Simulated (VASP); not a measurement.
# BAs: relaxation of cell and atoms with PBE+D3(BJ)

BAs:

```xyz
2
Lattice="0.0000 2.3885 2.3885 2.3885 0.0000 2.3885 2.3885 2.3885 0.0000" Properties=species:S:1:pos:R:3 pbc="T T T"
B     0.0000    0.0000    0.0000
As    1.1943    1.1943    1.1943
```

```json
{
 "Program": "VASP 6.6.1",
 "Task": "relaxation of cell and atoms",
 "Functional": "PBE",
 "Dispersion": "D3(BJ)",
 "Potentials or basis": "VASP PAW PBE potentials, release 64 (B, As)",
 "Cutoff": "500 eV",
 "k mesh": "10 × 10 × 10",
 "Occupations": "gaussian, width 0.02 eV",
 "Spin": "no spin polarisation",
 "Target pressure": "19.4 GPa",
 "Dipole correction": "no",
 "Further INCAR settings": "ALGO = Normal; EDIFF = 1e-07; IBRION = 2; EDIFFG = -0.002; NSW = 100; ISIF = 3"
}
```

```
Relaxed volume                                             : 12.16 Å³/atom
Relaxed cell                                               : a = 3.252 Å, b = 3.252 Å, c = 3.252 Å, α = 60.00°, β = 60.00°, γ = 60.00°
Space group after relaxing (to 0.1 Å)                      : F-43m (No. 216)
Energy change on relaxing (the run minimises the enthalpy) : +78.4 meV/atom
Ionic steps                                                : 7
Pressure after relaxing                                    : 19.4 GPa
Band gap on the k mesh                                     : 1.05 eV (least direct gap 3.43 eV)
Dispersion energy per atom                                 : -0.370 eV
```

Step by step:
```
step  energy change (eV)  largest force (eV/Å)  pressure (GPa)  volume (Å³)
   1              0.0000                0.0000           -0.44        27.25
   2              0.8930                0.0000           58.49        21.12
   3              0.1459                0.0000           18.62        24.41
   4              0.1551                0.0000           19.30        24.33
   5              0.1620                0.0000           19.80        24.28
   6              0.1506                0.0000           18.96        24.37
   7              0.1567                0.0000           19.42        24.32
```

Final structure:
```
CELL_PARAMETERS angstrom
0.00000 2.29956 2.29956
2.29956 0.00000 2.29956
2.29956 2.29956 0.00000
ATOMIC_POSITIONS crystal
B 0.00000 0.00000 0.00000
As 0.25000 0.25000 0.25000
```

Levels at points of the mesh, in eV from the valence-band top:
```csv
k point,band 1,band 2,band 3,band 4,band 5,band 6,band 7,band 8
"(0.00, 0.00, 0.00)",-16.49,0.00,0.00,0.00,3.43,3.43,3.43,6.17
"(0.50, 0.00, 0.00)",-13.19,-9.67,-2.02,-2.02,3.40,4.90,4.90,9.05
"(0.50, 0.50, 0.00)",-11.69,-9.20,-4.58,-4.58,1.26,1.33,12.49,12.49
```

Run time: 110 s on 1 thread of Intel Xeon 8259CL, with other jobs on the host, peak memory 0.17 GiB.

Caveat: the cell is relaxed towards a set pressure, so the run minimises the enthalpy, not the energy. A k mesh can miss the band edges.
